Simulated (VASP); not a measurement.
A run of VASP 6.6.1 is set up as follows.

Contents of INCAR:

```
PREC = Accurate ; ENCUT = 520
EDIFF = 1E-7 ; ISMEAR = -1
SIGMA = 0.02 ; LREAL = Auto
LASPH = True ; NELM = 60
ALGO = Normal ; ISIF = 2
LWAVE = False ; LCHARG = True
GGA = PS ; LELF = True
LVHAR = True ; NBANDS = 58
```

File KPOINTS:

```
Automatic mesh
0
Gamma
  1 1 1
```

File POSCAR:

```
H2C2O3
1.0
    7.1334920000      0.0000000000      0.0000000000
    0.0000000000      7.1334920000      0.0000000000
    0.0000000000      0.0000000000      7.1334920000
O C H
9 6 6
Direct
    0.6156031296      0.0003504595      0.8197808310
    0.9036948524      0.0951427436      0.9898097594
    0.6454903153      0.7509505863      0.0931801704
    0.3695385093      0.8905596305      0.0241256316
   -0.0045840102      0.4133179094     -0.0091259652
    0.3204741801      0.4063507746      0.0142146371
    0.0061260320      0.3685992779      0.5492681565
    1.0915411414      0.8581771733      0.3827578415
    0.4987178790      0.3972808829      0.5557726847
    0.8027064445      0.0378215886      0.8496820351
    0.4654943189      0.7725949647      0.1247215249
    0.1668888113      0.4709755054     -0.0437233265
    0.0481391162      0.2847413301      0.4261587453
    0.9507966084      0.8732048764      0.4531581447
    0.4538871005      0.4448312271      0.4191075002
    0.5167455154      0.0261302599      0.9160590634
    0.8912885863     -0.0059017379      0.7454553815
    0.6655365983      0.7782724085     -0.0448307785
    0.4172290373      0.6991807098      0.2285837007
   -0.0257097085      0.2963345301      0.0609098601
    0.1624309665      0.5535157255     -0.1832202237
```

Potentials or basis: VASP PAW PBE potentials, release 64 (O, C, H).

Launch:

```bash
$ cat potpaw_PBE.64/O/POTCAR potpaw_PBE.64/C/POTCAR potpaw_PBE.64/H/POTCAR > POTCAR
$ mpirun -np 1 vasp_gam > vasp.out
```

Problem. Predict the largest force.

Solution. 9.460 eV/Å.

Problem. Estimate the pressure.

Solution. 2.4 GPa.

Stress tensor (GPa, compression positive):
```
-1.33  0.00 -4.19
 0.00  2.22 -0.72
-4.19 -0.72  6.17
```

Caveat: the k points lie up to 0.88 Å⁻¹ apart, too coarse for converged energies, forces and pressures; the atoms stand as in a frame of molecular dynamics; the PAW data sets were made with another functional, which shifts forces and pressure a little.
